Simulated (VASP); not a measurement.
**LiCl: single point with r2SCAN0**

Crystal: LiCl.

```
CELL_PARAMETERS angstrom
0.00000 2.55604 2.55604
2.55604 0.00000 2.55604
2.55604 2.55604 0.00000
ATOMIC_POSITIONS crystal
Li 0.00000 0.00000 0.00000
Cl 0.50000 0.50000 0.50000
```

- Program: VASP 6.6.1
- Task: single point
- Functional: r2SCAN0
- Potentials or basis: VASP PAW PBE potentials, release 64 (Li_sv, Cl)
- Cutoff: 520 eV
- k mesh: 6 × 6 × 6
- Occupations: gaussian, width 0.01 eV
- Spin: no spin polarisation
- Dipole correction: no
- Grid for exact exchange (PRECFOCK): Normal
- Further INCAR settings: ALGO = Normal; EDIFF = 1e-06; NBANDS = 12
- Share of exact exchange: 0.25

```
Band gap on the k mesh : 9.10 eV
```

Levels at points of the mesh, in eV from the valence-band top:
| k point | band 1 | band 2 | band 3 | band 4 | band 5 | band 6 | band 7 | band 8 | band 9 | band 10 |
| --- | --- | --- | --- | --- | --- | --- | --- | --- | --- | --- |
| (0.00, 0.00, 0.00) | -47.25 | -15.11 | 0.00 | 0.00 | 0.00 | 9.10 | 14.68 | 14.68 | 14.68 | 17.63 |
| (0.50, 0.00, 0.00) | -47.25 | -14.45 | -3.15 | -0.30 | -0.30 | 9.35 | 12.30 | 12.30 | 16.34 | 20.08 |
| (0.50, 0.50, 0.00) | -47.24 | -14.18 | -3.23 | -1.24 | -1.24 | 10.63 | 10.73 | 15.72 | 17.57 | 17.58 |

Run time: 43 min on 1 thread of AMD EPYC 7R43 64-Core Processor (Zen 3) (shared host), peak memory 0.13 GiB.

 A k mesh can miss the band edges.
